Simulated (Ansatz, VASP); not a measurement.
# As in VASP and in Ansatz

```
As
1.0
     3.57490    0.00000    0.00000
    -1.78745    3.09596    0.00000
     0.00000    0.00000   26.41564
As
2
Direct
  0.33333 0.66667 0.32062
  0.66667 0.33333 0.37245
```

Alike in both runs: task single point; functional r2SCAN; k mesh 12 × 12 × 1; no spin polarisation.

```csv
,VASP,Ansatz
version,VASP 6.6.1,Ansatz 0.2.0
potentials or method,"VASP PAW PBE potentials, release 64 (As_d)","plane waves, PAW"
plane-wave cutoff (eV),440,500
occupations,"gaussian, width 0.01 eV",fixed
valence electrons in the cell,30,30
```

|  | VASP | Ansatz | Ansatz less VASP |
| --- | --- | --- | --- |
| gap on the k mesh at the Fermi level (eV) | 1.97 | 1.99 | +0.011 |
| rms of the force components (eV/Å) | 0.022 | 0.000 | -0.0220 |

VASP's potentials were made for PBE, not for r2SCAN. Atom by atom the forces differ by 0.022 eV/Å (rms over components).
